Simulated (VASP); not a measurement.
SnO, 4 atoms in the cell. The typed cell holds 4 atoms: a = 3.316 Å, b = 5.705 Å, c = 3.894 Å, α = 90.00°, β = 90.00°, γ = 90.00°.  This cell differs from its parent crystal: atom 1 (Sn) moved +0.150 Å along Cartesian [1 -1 0].

```yaml
Program: VASP 6.6.1
Task: single point
Functional: PBEsol
Potentials_or_basis: VASP PAW PBE potentials, release 64 (Sn_d, O)
Cutoff: 520 eV
k_mesh: 8 × 6 × 8
Occupations: gaussian, width 0.05 eV
Spin: no spin polarisation
Dipole_correction: no
Further_INCAR_settings: ALGO = Normal; EDIFF = 1e-07; NBANDS = 28
```

Potentials or basis: VASP PAW PBE potentials, release 64 (Sn_d, O).

Launch:

```bash
$ cat potpaw_PBE.64/Sn_d/POTCAR potpaw_PBE.64/O/POTCAR > POTCAR
$ mpirun -np 1 vasp_std > vasp.out
```

Hardware: 1 thread of Oxide Virtual Turin-like Processor, on a shared host.

Question: Estimate the wall time of this run.

Answer: Wall time 5.5 min on 1 thread of Oxide Virtual Turin-like Processor, with other jobs on the host, peak memory 0.39 GiB. Counts: scf iterations 16, k points 196.
